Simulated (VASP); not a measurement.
Runs of VASP 6.6.1 on NaF. The structure is that of space group Fm-3m (No. 225), or close to it. The cells are those of the table. 

```tsv
task	cell	gap on the mesh (eV)	pressure (GPa)
single point	a = 3.252 Å, angles 60.0°, 2 atoms	6.42	3.3
electric field gradients	a = 3.350 Å, angles 60.0°, 2 atoms	5.95	-1.1
single point	a = 3.318 Å, angles 60.0°, 2 atoms	6.10	0.1
electric field gradients	a = 3.252 Å, angles 60.0°, 2 atoms	6.42	3.3
single point	a = 3.219 Å, angles 60.0°, 2 atoms	6.60	5.3
electric field gradients	a = 3.286 Å, angles 60.0°, 2 atoms	6.26	(a)
electric field gradients	a = 3.318 Å, angles 60.0°, 2 atoms	6.10	0.1
electric field gradients	a = 3.219 Å, angles 60.0°, 2 atoms	6.60	5.3
single point	a = 3.350 Å, angles 60.0°, 2 atoms	5.95	-1.2
```

Alike in all rows: level PBE; potentials or basis VASP PAW PBE potentials, release 64 (Na_pv, F); no spin polarisation; k mesh 10 × 10 × 10; cutoff (eV) 520; smearing fermi-dirac 0.02 eV.

**Question.** Fill in the values left out.

**Answer.** (a) 1.6.

A k mesh can miss the band edges.
